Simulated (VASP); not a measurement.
Set up this calculation in VASP 6.6.1, as the native input.

- Task: single point
- Functional: PBE
- Potentials or basis: VASP PAW PBE potentials, release 64 (Cu, I)
- Cutoff: 520 eV
- k mesh: 10 × 10 × 5
- Occupations: fermi-dirac, width 0.0284 eV
- Spin: no spin polarisation
- Dipole correction: no
- Further INCAR settings: ALGO = Normal; EDIFF = 1e-06; NBANDS = 20

The structure of CuI2 lies in POSCAR:

```
CuI2
1.0
    4.0870190000      0.0000000000      0.0000000000
   -2.0435100000      3.5394630000      0.0000000000
    0.0000000000      0.0000000000      6.7518420000
Cu I
1 2
Direct
    0.0000000000      0.0000000000      0.0000000000
    0.3333000000      0.6667000000      0.7576300000
    0.6667000000      0.3333000000      0.2423700000
```

These files were run (other wordings do the same):

INCAR

```
PREC = Accurate
ENCUT = 520
EDIFF = 1E-6
ISMEAR = -1
SIGMA = 0.0284
LREAL = False
LASPH = True
NELM = 60
ALGO = Normal
ISIF = 2
LWAVE = False
LCHARG = True
GGA = PE
LELF = True
LVHAR = True
NBANDS = 20
```

KPOINTS

```
Automatic mesh
0
Gamma
  10 10 5
```

Potentials or basis: VASP PAW PBE potentials, release 64 (Cu, I).

Launch:

```bash
$ cat potpaw_PBE.64/Cu/POTCAR potpaw_PBE.64/I/POTCAR > POTCAR
$ mpirun -np 1 vasp_std > vasp.out
```

Results of the run:

```json
{"Pressure": "-2.4 GPa", "Largest force": "0.445 eV/Å", "Band gap on the k mesh": "zero (an odd number of electrons rules out a gap without spin polarisation)"}
```

Caveat: spin-orbit coupling is left out, which moves the levels of the heavy elements; an odd number of electrons without spin polarisation forces a metal; a magnetic or distorted state may lie lower.

Wall time 2.3 min on 1 thread of Intel(R) Xeon(R) 6975P-C (Granite Rapids), on a shared host, peak memory 0.4 GiB.
